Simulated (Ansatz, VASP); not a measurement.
# Al in VASP and in Ansatz

INCAR

```
SYSTEM = Al
PREC     = Accurate       ! precision mode
ENCUT    = 600            ! plane-wave cutoff, eV
EDIFF    = 1E-7           ! SCF threshold, eV
ISMEAR   = -1             ! smearing method
SIGMA    = 0.1            ! smearing width, eV
LREAL    = .FALSE.        ! projectors in reciprocal space
LASPH    = .TRUE.         ! aspherical terms in the spheres
NELM     = 100            ! most SCF steps
ALGO     = Normal         ! electronic algorithm
ISIF     = 3              ! what is computed and relaxed
LWAVE    = .FALSE.        ! write WAVECAR
LCHARG   = .FALSE.        ! write CHGCAR
IBRION   = 2              ! ionic algorithm
NSW      = 80             ! ionic steps
EDIFFG   = -0.01          ! ionic threshold
```

The input KPOINTS:

```
Automatic mesh
0
G
  13 13 7
  0 0 0
```

File POSCAR:

```
Al
1.0
    2.8634814820      0.0000000000      0.0000000000
   -1.4317407410      2.4798477067      0.0000000000
    0.0000000000      0.0000000000      4.6760652602
Al
2
Direct
    0.3333333333      0.6666666667      0.2500000000
    0.6666666667      0.3333333333      0.7500000000
```

Input for Ansatz:

```yaml
crystal:
  lattice:
    - [2.863481482, 0.0, 0.0]
    - [-1.431740741, 2.4798477067, 0.0]
    - [0.0, 0.0, 4.6760652602]
  atoms:
    - { symbol: Al, position: [0.3333333333, 0.6666666667, 0.25] }
    - { symbol: Al, position: [0.6666666667, 0.3333333333, 0.75] }
hamiltonian:
  xc: lda
  pseudopotentials:
    kind: paw
    azcp:
      Al: "pseudopotentials/Al.paw.azcp"
basis:
  ecutwfc: 420
  fft_grid_basis: typed
kpoints:
  mp_grid: { grid: [13, 13, 7], shift: [0, 0, 0] }
magnetization:
  spin_polarized: false
scf:
  occupations: { method: fermi_dirac, width: 0.1 }
relax:
  max_steps: 60
  f_tol: 0.01
  cell: {}
```

Alike in both runs: task relaxation of cell and atoms; functional LDA; k mesh 13 × 13 × 7; occupations fermi-dirac, width 0.1 eV; no spin polarisation.

|  | VASP | Ansatz |
| --- | --- | --- |
| version | VASP 6.6.1 | Ansatz 0.2.0 |
| potentials or method | VASP PAW LDA potentials, release 64 (Al), cutoff 600 eV | plane waves (420 eV) with PAW, scalar-relativistic |
| valence electrons in the cell | 6 | 6 |

|  | VASP | Ansatz | Ansatz less VASP |
| --- | --- | --- | --- |
| relaxed volume (Å³/atom) | 15.94 | 15.93 | -0.016 |
| relaxed cell length with the largest relative difference (Å) | 4.575 | 4.573 | -0.0018 |

Ansatz warns that its potentials were made for another functional, while VASP's fit it. LDA's correlation is that of Perdew and Zunger in VASP and of Perdew and Wang (1992) in Ansatz.
